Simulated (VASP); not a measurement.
Set up this calculation in VASP 6.6.1, as the native input.

* Task: single point
* Functional: r2SCAN
* Potentials or basis: VASP PAW PBE potentials, release 64 (Gd)
* Cutoff: 520 eV
* k mesh: 5 × 5 × 3
* Occupations: fermi-dirac, width 0.05 eV
* Spin: collinear spin, ferromagnetic start
* Starting moments: [7.588, 7.588] μB
* Dipole correction: no
* Further INCAR settings: ALGO = Normal; EDIFF = 1e-06; NBANDS = 29

The system is Gd.

```
Gd
1.0
     3.63951    0.00000    0.00000
    -1.81975    3.15190    0.00000
     0.00000    0.00000    5.91104
Gd
2
Direct
  0.33333 0.66667 0.25000
  0.66667 0.33333 0.75000
```

These files were run (other wordings do the same):

POSCAR

```
Gd
1.0
    3.6395052102      0.0000000000      0.0000000000
   -1.8197526051      3.1519039692      0.0000000000
    0.0000000000      0.0000000000      5.9110370954
Gd
2
Direct
    0.3333333333      0.6666666667      0.2500000000
    0.6666666667      0.3333333333      0.7500000000
```

INCAR.step1

```
SYSTEM = Gd
PREC = Accurate ; ENCUT = 520
ISMEAR = -1 ; SIGMA = 0.05
LREAL = .False. ; LASPH = .True.
NELM = 150 ; ISPIN = 2
MAGMOM = 7.588 7.588 ; LMAXMIX = 6
NBANDS = 29 ; GGA = PE
ALGO = Normal ; EDIFF = 1E-4
LWAVE = .True. ; LCHARG = .False.
```

INCAR.step2

```
SYSTEM = Gd
PREC = Accurate ; ENCUT = 520
EDIFF = 1E-6 ; ISMEAR = -1
SIGMA = 0.05 ; LREAL = .False.
LASPH = .True. ; NELM = 150
ALGO = Normal ; ISIF = 2
LWAVE = .False. ; LCHARG = .False.
ISPIN = 2 ; MAGMOM = 7.588 7.588
LORBIT = 11 ; LMAXMIX = 6
METAGGA = R2SCAN ; LMIXTAU = .True.
NBANDS = 29 ; ISTART = 1
```

KPOINTS

```
regular mesh
0
Gamma
  5 5 3
  0 0 0
```

Potentials or basis: VASP PAW PBE potentials, release 64 (Gd).

Launch:

```sh
$ cat potpaw_PBE.64/Gd/POTCAR > POTCAR
$ cp INCAR.step1 INCAR
$ mpirun -np 1 vasp_std > vasp.out
$ cp INCAR.step2 INCAR
$ mpirun -np 1 vasp_std > vasp.out
```

It gave:

| Quantity | Value |
| --- | --- |
| Pressure | -0.2 GPa |
| Net moment | 15.77 μB per cell |
| Site moments | Gd +7.07 μB |
| Valence electrons inside the program's atomic spheres | Gd 15.18 |

Caveat: the k points lie up to 0.40 Å⁻¹ apart; the PAW data sets were made with another functional, which shifts forces and pressure a little.

It took 4 min on 1 thread of Intel(R) Xeon(R) Platinum 8488C (Sapphire Rapids) (shared host), peak memory 0.25 GiB.
